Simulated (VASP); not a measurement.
# BaTiO3 (P4mm) in VASP: further runs, part 2 of 2

VASP 6.6.1. Earlier steps stand in the parts before.

### 4 Single point, r2SCAN (13.37 Å³/atom)

This run uses another cell than the first one, of 13.37 Å³/atom.

File POSCAR:

```
BaTiO3
1.0
    3.9806536255      0.0000000000      0.0000000000
    0.0000000000      3.9806536255      0.0000000000
    0.0000000000      0.0000000000      4.2182572117
Ba Ti O
1 1 3
Direct
    0.0000000000      0.0000000000     -0.0106728225
    0.5000000000      0.5000000000      0.4708627886
    0.5000000000      0.5000000000      0.0436905246
    0.5000000000      0.0000000000      0.5195597547
    0.0000000000      0.5000000000      0.5195597547
```

File INCAR.step1:

```
SYSTEM = BaTiO3
ALGO = Normal
EDIFF = 1E-4
ENCUT = 520
GGA = PE
ISMEAR = 0
LASPH = .TRUE.
LCHARG = .FALSE.
LREAL = .FALSE.
LWAVE = .TRUE.
NBANDS = 28
NELM = 100
PREC = Accurate
SIGMA = 0.02
```

File INCAR.step2:

```
SYSTEM = BaTiO3
ALGO = Normal
EDIFF = 1E-6
ENCUT = 520
ISIF = 2
ISMEAR = 0
ISTART = 1
LASPH = .TRUE.
LCHARG = .FALSE.
LMIXTAU = .TRUE.
LREAL = .FALSE.
LWAVE = .FALSE.
METAGGA = R2SCAN
NBANDS = 28
NELM = 100
PREC = Accurate
SIGMA = 0.02
```

File KPOINTS:

```
k-points
0
G
  8 8 8
  0 0 0
```

Potentials or basis: VASP PAW PBE potentials, release 64 (Ba_sv, Ti_sv, O).

Command:

```
> cat potpaw_PBE.64/Ba_sv/POTCAR potpaw_PBE.64/Ti_sv/POTCAR potpaw_PBE.64/O/POTCAR > POTCAR
> cp INCAR.step1 INCAR
> mpirun -np 1 vasp_std > vasp.out
> cp INCAR.step2 INCAR
> mpirun -np 1 vasp_std > vasp.out
```

OUTCAR:

```text
SYSTEM = BaTiO3
   EDIFF = 1E-6
   ENCUT = 520
   ISIF = 2
   ISMEAR = 0
   ISTART = 1
   LASPH = .TRUE.
   LREAL = .FALSE.
   METAGGA = R2SCAN
   NELM = 100
   PREC = Accurate

 ion  position               nearest neighbor table
   1  0.000  0.000  0.989-   4 2.81   5 2.81   5 2.81   4 2.81   3 2.82   3 2.82   3 2.82   3 2.82
                             4 2.99   5 2.99   5 2.99   4 2.99   2 3.47   2 3.47   2 3.47   2 3.47
   2  0.500  0.500  0.471-   3 1.80   4 2.00   5 2.00   4 2.00   5 2.00   3 2.42   1 3.47   1 3.47
                             1 3.47   1 3.47   1 3.56   1 3.56   1 3.56   1 3.56
   3  0.500  0.500  0.044-   2 1.80   2 2.42   1 2.82   1 2.82   1 2.82   1 2.82
   4  0.500  0.000  0.520-   2 2.00   2 2.00   1 2.81   1 2.81   1 2.99   1 2.99
   5  0.000  0.500  0.520-   2 2.00   2 2.00   1 2.81   1 2.81   1 2.99   1 2.99

  LATTYP: Found a simple tetragonal cell.
 ALAT       =     3.9806536255
 C/A-ratio  =     1.0596895908

  Lattice vectors:

 A1 = (   3.9806536255,   0.0000000000,   0.0000000000)
 A2 = (   0.0000000000,   3.9806536255,   0.0000000000)
 A3 = (   0.0000000000,   0.0000000000,   4.2182572117)

[... 182 lines left out ...]

 val. band max:        3.4620381624   @ k =   0.5000   0.5000   0.5000
 cond. band min:       5.6562556186   @ k =   0.0000   0.0000   0.0000
 fundamental gap:      2.1942174562
 Fermi energy:         3.5467342067

 k-point     1 :       0.0000    0.0000    0.0000
  band No.  band energies     occupation
      1     -55.4130      2.00000
      2     -30.7187      2.00000
      3     -30.5529      2.00000
      4     -30.5529      2.00000
      5     -22.4376      2.00000
      6     -14.5554      2.00000
[... 733 lines left out ...]
     27      11.6584      0.00000
     28      12.4161      0.00000

 [... further k-points ...]

------------------------ aborting loop because EDIFF is reached ----------------------------------------

  FORCE on cell =-STRESS in cart. coord.  units (eV):
  Direction    XX          YY          ZZ          XY          YZ          ZX
  --------------------------------------------------------------------------------------
  -------------------------------------------------------------------------------------
  Total       -0.4998484     -0.4998484     -0.4160554      0.0000000      0.0000000      0.0000000
  in kB      -11.9813847    -11.9813847     -9.9728637      0.0000000      0.0000000      0.0000000
  external PRESSURE =     -11.3118777 kB  Pullay stress =       0.0000000 kB

 VOLUME and BASIS-vectors are now :
 -----------------------------------------------------------------------------
  energy-cutoff  :      520.00
  volume of cell :       66.84
      direct lattice vectors                 reciprocal lattice vectors
     3.980653626  0.000000000  0.000000000     0.251215025  0.000000000  0.000000000
     0.000000000  3.980653626  0.000000000     0.000000000  0.251215025  0.000000000
     0.000000000  0.000000000  4.218257212     0.000000000  0.000000000  0.237064728

 POSITION                                       TOTAL-FORCE (eV/Angst)
 -----------------------------------------------------------------------------------
      0.00000      0.00000      4.17324        -0.000000     -0.000000      0.035421
      1.99033      1.99033      1.98622         0.000000      0.000000      0.199046
      1.99033      1.99033      0.18430         0.000000     -0.000000     -0.187495
      1.99033      0.00000      2.19164         0.000000      0.000000     -0.023486
      0.00000      1.99033      2.19164        -0.000000     -0.000000     -0.023486
 -----------------------------------------------------------------------------------
    total drift:                                0.000000      0.000000      0.007267

  FREE ENERGIE OF THE ION-ELECTRON SYSTEM (eV)
  ---------------------------------------------------
  free  energy   TOTEN  =       -74.2541696336 eV

  energy  without entropy=      -74.2541696336  energy(sigma->0) =      -74.25416963
```

OUTCAR.step1:

```text
SYSTEM = BaTiO3
   EDIFF = 1E-4
   ENCUT = 520
   GGA = PE
   ISMEAR = 0
[... 980 lines left out ...]
      1.99033      1.99033      1.98622         0.000000     -0.000000      0.181110
      1.99033      1.99033      0.18430         0.000000      0.000000     -0.258634
      1.99033      0.00000      2.19164        -0.000000     -0.000000      0.027493
      0.00000      1.99033      2.19164        -0.000000     -0.000000      0.027493
 -----------------------------------------------------------------------------------
    total drift:                                0.000000      0.000000     -0.001531

  FREE ENERGIE OF THE ION-ELECTRON SYSTEM (eV)
  ---------------------------------------------------
  free  energy   TOTEN  =       -40.0392396087 eV

  energy  without entropy=      -40.0392396087  energy(sigma->0) =      -40.03923961
```

OSZICAR.step1:

```text
N       E                     dE             d eps       ncg     rms          rms(c)
DAV:   1     0.435783826020E+03    0.43578E+03   -0.20797E+04  4200   0.154E+03
DAV:   2    -0.345110918721E+01   -0.43923E+03   -0.41799E+03  4844   0.425E+02
DAV:   3    -0.484047902549E+02   -0.44954E+02   -0.44543E+02  5872   0.134E+02
DAV:   4    -0.506013029764E+02   -0.21965E+01   -0.21919E+01  6312   0.254E+01
DAV:   5    -0.506660876000E+02   -0.64785E-01   -0.64773E-01  5612   0.344E+00    0.234E+01
DAV:   6    -0.403255774983E+02    0.10341E+02   -0.56983E+01  6260   0.676E+01    0.103E+01
DAV:   7    -0.402347367468E+02    0.90841E-01   -0.11638E+01  5812   0.255E+01    0.716E+00
DAV:   8    -0.400386606089E+02    0.19608E+00   -0.61764E-01  5132   0.724E+00    0.377E+00
DAV:   9    -0.400709744246E+02   -0.32314E-01   -0.41928E-01  6212   0.582E+00    0.172E+00
DAV:  10    -0.400432243827E+02    0.27750E-01   -0.15017E-01  5312   0.385E+00    0.570E-01
DAV:  11    -0.400400121352E+02    0.32122E-02   -0.13952E-02  5788   0.102E+00    0.264E-01
DAV:  12    -0.400391984010E+02    0.81373E-03   -0.39998E-03  5388   0.451E-01    0.392E-02
DAV:  13    -0.400392396087E+02   -0.41208E-04   -0.21644E-04  3908   0.117E-01
   1 F= -.40039240E+02 E0= -.40039240E+02  d E =-.606348E-76
```

Wall time 3.5 min (1 thread of Intel Xeon 6975P-C (Granite Rapids), shared host); peak memory 0.27 GiB.

Results:

```
Free energy            : -74.2542 eV
Pressure               : -1.1 GPa
Largest force          : 0.199 eV/Å
Band gap on the k mesh : 2.19 eV (least direct gap 2.79 eV)
```

Forces in eV/Å, atoms in the order of the input:
```
Ba   0.000  0.000  0.035
Ti   0.000  0.000  0.199
O    0.000  0.000 -0.187
O    0.000  0.000 -0.023
O    0.000  0.000 -0.023
```

Stress tensor (GPa, compression positive):
```
-1.20  0.00  0.00
 0.00 -1.20  0.00
 0.00  0.00 -1.00
```

Caveat: the PAW data sets were made with another functional, which shifts forces and pressure a little; spin-orbit coupling is left out, which moves the levels of the heavy elements. A k mesh can miss the band edges.
